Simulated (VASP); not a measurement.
# Sr2B3 (Cmmm) in VASP: single point with PBE

Aim: the single point of Sr2B3 with PBE.

Everything below comes from runs of VASP 6.6.1. Logs are shortened: lines on timing, memory, paths and dates and some standing lists are left out, and cuts for length are marked.

## (1) The cell of the first run

It takes space group Cmmm (No. 65, orthorhombic). The conventional cell has a = 5.588 Å, b = 6.866 Å, c = 4.609 Å, α = 90.00°, β = 90.00°, γ = 90.00°. Within 3.7 Å of Sr (site symmetry mmm) lie 12 B at 2.79 to 3.43 Å and 4 Sr at 3.62 Å. Within 2.9 Å of Sr (site symmetry mmm) lie 6 B at 2.21 to 2.30 Å. Within 2.9 Å of B (site symmetry 2/m) lie 2 Sr at 2.21 Å and 2 B at 2.79 Å. B (site symmetry mmm) has 4 Sr at 2.30 to 2.79 Å within 3.0 Å.

## (2) Single point, PBE

INCAR

```
PREC = Accurate
ENCUT = 520
EDIFF = 1E-6
ISMEAR = 0
SIGMA = 0.1
LREAL = F
LASPH = T
NELM = 100
ALGO = Normal
ISIF = 2
LWAVE = F
LCHARG = F
GGA = PE
NBANDS = 22
```

KPOINTS

```
regular mesh
0
Gamma
  4 4 4
```

POSCAR

```
Sr2B3
1.0
    2.7942133800     -3.4330510700      0.0000000000
    2.7942133800      3.4330510700      0.0000000000
    0.0000000000      0.0000000000      4.6087111700
Sr B
2 3
Direct
    0.0000000000      0.0000000000      0.5000000000
    0.5000000000      0.5000000000      0.0000000000
    0.0000000000      0.5000000000      0.0000000000
    0.5000000000      0.0000000000      0.0000000000
    0.5000000000      0.5000000000      0.5000000000
```

Potentials or basis: VASP PAW PBE potentials, release 64 (Sr_sv, B).

Launch:

```
$ cat potpaw_PBE.64/Sr_sv/POTCAR potpaw_PBE.64/B/POTCAR > POTCAR
$ mpirun -np 1 vasp_std > vasp.out
```

OUTCAR:

```text
PREC = Accurate
   ENCUT = 520
   EDIFF = 1E-6
   ISMEAR = 0
   LREAL = F
   LASPH = T
   NELM = 100
   ISIF = 2
   GGA = PE

 ion  position               nearest neighbor table
   1  0.000  0.000  0.500-   5 2.79   5 2.79   3 3.20   3 3.20   4 3.20   3 3.20   3 3.20   4 3.20
                             4 3.20   4 3.20   5 3.43   5 3.43   2 3.62   2 3.62   2 3.62   2 3.62
   2  0.500  0.500  0.000-   3 2.21   4 2.21   4 2.21   3 2.21   5 2.30   5 2.30   1 3.62   1 3.62
                             1 3.62   1 3.62   1 4.13   1 4.13   1 4.13   1 4.13
   3  0.000  0.500  0.000-   2 2.21   2 2.21   1 3.20   1 3.20   1 3.20   1 3.20
   4  0.500  0.000  0.000-   2 2.21   2 2.21   1 3.20   1 3.20   1 3.20   1 3.20
   5  0.500  0.500  0.500-   2 2.30   2 2.30   1 2.79   1 2.79   1 3.43   1 3.43

  LATTYP: Found a base centered orthorhombic cell.
 ALAT       =     5.5884267600
 B/A-ratio  =     1.2286288136
 C/A-ratio  =     0.8246884799

  Lattice vectors:

 A1 = (   2.7942133800,  -3.4330510700,   0.0000000000)
 A2 = (   2.7942133800,   3.4330510700,   0.0000000000)
 A3 = (   0.0000000000,   0.0000000000,   4.6087111700)

Analysis of symmetry for initial positions (statically):
=====================================================================
 Subroutine PRICEL returns:
 Original cell was already a primitive cell.

 Routine SETGRP: Setting up the symmetry group for a
 base centered orthorhombic supercell.

 Subroutine GETGRP returns: Found  8 space group operations
 (whereof  8 operations were pure point group operations)
 out of a pool of  8 trial point group operations.

The static configuration has the point symmetry D_2h.

Analysis of symmetry for dynamics (positions and initial velocities):
=====================================================================
 Subroutine PRICEL returns:
 Original cell was already a primitive cell.

 Routine SETGRP: Setting up the symmetry group for a
 base centered orthorhombic supercell.

 Subroutine GETGRP returns: Found  8 space group operations
 (whereof  8 operations were pure point group operations)
 out of a pool of  8 trial point group operations.

The dynamic configuration has the point symmetry D_2h.

 Subroutine INISYM returns: Found  8 space group operations
 (whereof  8 operations are pure point group operations),
 and found     1 'primitive' translations

----------------------------------------------------------------------------------------

                                     Primitive cell

  volume of cell :      88.4198

  direct lattice vectors                    reciprocal lattice vectors
     2.794213380 -3.433051070  0.000000000     0.178941237 -0.145643042  0.000000000
     2.794213380  3.433051070  0.000000000     0.178941237  0.145643042  0.000000000
     0.000000000  0.000000000  4.608711170     0.000000000  0.000000000  0.216980401

  length of vectors
     4.426450956  4.426450956  4.608711170     0.230720311  0.230720311  0.216980401

  position of ions in fractional coordinates (direct lattice)
     0.000000000  0.000000000  0.500000000
     0.500000000  0.500000000  0.000000000
     0.000000000  0.500000000  0.000000000
     0.500000000  0.000000000  0.000000000
     0.500000000  0.500000000  0.500000000

  ion indices of the primitive-cell ions
   primitive index   ion index
                 1           1
                 2           2
                 3           3
                 4           4
                 5           5

----------------------------------------------------------------------------------------

 KPOINTS: regular mesh

Automatic generation of k-mesh.
 Grid dimensions read from file:
 generate k-points for:    4    4    4

 Generating k-lattice:

  Cartesian coordinates                     Fractional coordinates (reciprocal lattice)
     0.044735309 -0.036410760  0.000000000     0.250000000  0.000000000  0.000000000
     0.044735309  0.036410760  0.000000000     0.000000000  0.250000000  0.000000000
     0.000000000  0.000000000  0.054245100     0.000000000  0.000000000  0.250000000

  Length of vectors
     0.057680078  0.057680078  0.054245100

  Shift w.r.t. Gamma in fractional coordinates (k-lattice)
     0.000000000  0.000000000  0.000000000

 Subroutine IBZKPT returns following result:
 ===========================================

 Found     21 irreducible k-points:

 Following reciprocal coordinates:
            Coordinates               Weight
  0.000000  0.000000  0.000000      1.000000
  0.250000  0.000000  0.000000      4.000000
  0.500000  0.000000  0.000000      2.000000
  0.250000  0.250000  0.000000      2.000000
  0.500000  0.250000  0.000000      4.000000
 -0.250000  0.250000  0.000000      2.000000
[... 13 lines left out ...]
 -0.250000  0.250000  0.500000      2.000000
  0.500000  0.500000  0.500000      1.000000
   k-points           NKPTS =     21   k-points in BZ     NKDIM =     21   number of bands    NBANDS=     22
   number of dos      NEDOS =    301   number of ions     NIONS =      5
   total plane-waves  NPLWV =  46656
   dimension x,y,z NGX =    36 NGY =   36 NGZ =   36
   dimension x,y,z NGXF=    72 NGYF=   72 NGZF=   72
   ions per type =               2   3
   NGX,Y,Z   is equivalent  to a cutoff of  13.52, 13.52, 12.99 a.u.
   NGXF,Y,Z  is equivalent  to a cutoff of  27.04, 27.04, 25.97 a.u.
 SYSTEM =  unknown system
   PREC   = accura    normal or accurate (medium, high low for compatibility)
   ISTART =      0    job   : 0-new  1-cont  2-samecut
   ICHARG =      2    charge: 1-file 2-atom 10-const
   ISPIN  =      1    spin polarized calculation?
   LNONCOLLINEAR =      F non collinear calculations
   LSORBIT =      F    spin-orbit coupling
   LASPH  =      T    aspherical Exc in radial PAW
   ENCUT  =  520.0 eV  38.22 Ry    6.18 a.u.   8.23  8.23  8.57*2*pi/ulx,y,z
   NELM   =    100;   NELMIN=  2; NELMDL= -5     # of ELM steps
   EDIFF  = 0.1E-05   stopping-criterion for ELM
   LREAL  =      F    real-space projection
   EDIFFG = 0.1E-04   stopping-criterion for IOM
   NSW    =      0    number of steps for IOM
   IBRION =     -1    ionic relax: 0-MD 1-quasi-New 2-CG
   NFREE  =      0    steps in history (QN), initial steepest desc. (CG)
   ISIF   =      2    stress and relaxation
   ISYM   =      2    0-nonsym 1-usesym 2-fastsym
   POTIM  = 0.5000    time-step for ionic-motion
   TEBEG  =    0.0;   TEEND  =   0.0 temperature during run
   PSTRESS=    0.0 pullay stress
   NELECT =      29.0000    total number of electrons
   NUPDOWN=      -1.0000    fix difference up-down
   EMIN   =  10.00;   EMAX   =-10.00  energy-range for DOS
   EFERMI =   0.00;   METHOD = LEGACY
   ISMEAR =     0;   SIGMA  =   0.10  broadening in eV -4-tet -1-fermi 0-gaus
   EFERMI_NEDOS =   21; number of points for ismear=-14 and -15
   IALGO  =     38    algorithm
   IMIX   =      4    mixing-type and parameters
     AMIX     =   0.40;   BMIX     =  1.00
     AMIX_MAG =   1.60;   BMIX_MAG =  1.00
  volume/ion in A,a.u.               =      17.68       119.34
  Fermi-wavevector in a.u.,A,eV,Ry     =   1.128993  2.133486 17.342313  1.274624
  Thomas-Fermi vector in A             =   2.265684
   LORBIT       =      0    0 simple, 1 ext, 2 COOP (PROOUT), +10 PAW based schemes
   GGA     = PE    functional components
   LHFCALC =     F    Hartree Fock is set to
   AEXX    =    0.0000 exact exchange contribution
   IVDW    =     0    specifies the selected vdW correction
   LEPSILON=     F    determine dielectric tensor
   LRPA    =     F    only Hartree local field effects (RPA)
 non-spin polarized calculation
 Gauss-broadening in eV      SIGMA  =   0.10
  energy-cutoff  :      520.00
  volume of cell :       88.42
 maximum number of plane-waves:      2422
 NGX is ok and might be reduce to    36
   NGX = 17   NGY = 17   NGZ = 17

 number of electron      29.0000000 magnetization

 Free energy of the ion-electron system (eV)
  ---------------------------------------------------
  ext. energy  EPLUGINS =         0.00000000
  ---------------------------------------------------
  free energy    TOTEN  =       -12.12169348 eV

  energy without entropy =      -12.09498250  energy(sigma->0) =      -12.10833799

 E-fermi :   2.7536     XC(G=0):  -9.8512

 val. band max:        2.7484510387   @ k =   0.2500   0.2500   0.0000
 cond. band min:       2.7742946863   @ k =   0.5000   0.0000   0.5000
 fundamental gap:      0.0258436475
 Fermi energy:         2.7535835244

 k-point     1 :       0.0000    0.0000    0.0000
  band No.  band energies     occupation
      1     -31.5257      2.00000
      2     -30.3998      2.00000
      3     -13.7692      2.00000
      4     -13.6780      2.00000
      5     -13.5500      2.00000
      6     -13.3029      2.00000
[... 14 lines left out ...]
     21       6.8999      0.00000
     22       6.9147      0.00000

 k-point     2 :       0.2500    0.0000    0.0000
  band No.  band energies     occupation
      1     -31.5226      2.00000
      2     -30.4005      2.00000
      3     -13.7376      2.00000
      4     -13.6287      2.00000
      5     -13.5670      2.00000
      6     -13.3681      2.00000
[... 14 lines left out ...]
     21       6.8818      0.00000
     22       7.8594      0.00000

 k-point     3 :       0.5000    0.0000    0.0000
  band No.  band energies     occupation
      1     -31.5195      2.00000
      2     -30.4011      2.00000
      3     -13.7094      2.00000
      4     -13.5721      2.00000
      5     -13.5614      2.00000
      6     -13.4534      2.00000
[... 14 lines left out ...]
     21       7.4154      0.00000
     22       8.3977      0.00000
[... 401 lines left out ...]
 k-point    20 :      -0.2500    0.2500    0.5000
  band No.  band energies     occupation
      1     -31.5175      2.00000
      2     -30.3998      2.00000
      3     -13.7100      2.00000
      4     -13.6581      2.00000
      5     -13.6149      2.00000
      6     -13.3322      2.00000
[... 14 lines left out ...]
     21       8.8278      0.00000
     22       8.8874      0.00000

 k-point    21 :       0.5000    0.5000    0.5000
  band No.  band energies     occupation
      1     -31.5140      2.00000
      2     -30.3978      2.00000
      3     -13.6924      2.00000
      4     -13.6378      2.00000
      5     -13.6306      2.00000
      6     -13.4958      2.00000
[... 14 lines left out ...]
     21       7.6845      0.00000
     22       8.6243      0.00000

------------------------ aborting loop because EDIFF is reached ----------------------------------------

  FORCE on cell =-STRESS in cart. coord.  units (eV):
  Direction    XX          YY          ZZ          XY          YZ          ZX
  --------------------------------------------------------------------------------------
  -------------------------------------------------------------------------------------
  Total        8.3200717     10.4143243      5.4403146      0.0000000      0.0000000      0.0000000
  in kB      150.7607652    188.7088896     98.5791970      0.0000000      0.0000000      0.0000000
  external PRESSURE =     146.0162839 kB  Pullay stress =       0.0000000 kB

 VOLUME and BASIS-vectors are now :
 -----------------------------------------------------------------------------
  energy-cutoff  :      520.00
  volume of cell :       88.42
      direct lattice vectors                 reciprocal lattice vectors
     2.794213380 -3.433051070  0.000000000     0.178941237 -0.145643042  0.000000000
     2.794213380  3.433051070  0.000000000     0.178941237  0.145643042  0.000000000
     0.000000000  0.000000000  4.608711170     0.000000000  0.000000000  0.216980401

 POSITION                                       TOTAL-FORCE (eV/Angst)
 -----------------------------------------------------------------------------------
      0.00000      0.00000      2.30436         0.000000      0.000000      0.000000
      2.79421      0.00000      0.00000        -0.000000     -0.000000      0.000000
      1.39711      1.71653      0.00000         0.000000      0.000000      0.000000
      1.39711     -1.71653      0.00000         0.000000      0.000000      0.000000
      2.79421      0.00000      2.30436         0.000000      0.000000      0.000000
 -----------------------------------------------------------------------------------
    total drift:                                0.000000      0.000000     -0.000000

  FREE ENERGIE OF THE ION-ELECTRON SYSTEM (eV)
  ---------------------------------------------------
  free  energy   TOTEN  =       -12.1216934827 eV

  energy  without entropy=      -12.0949824969  energy(sigma->0) =      -12.10833799
```

Run time: 42 s. Hardware: 1 thread of Intel Xeon Platinum 8259CL at 2.50GHz (Skylake/Cascade Lake), shared host; peak memory 0.21 GiB.

Results:

```
Free energy : -12.1217 eV
Pressure    : 14.6 GPa
```

Caveat: the k points lie up to 0.36 Å⁻¹ apart.
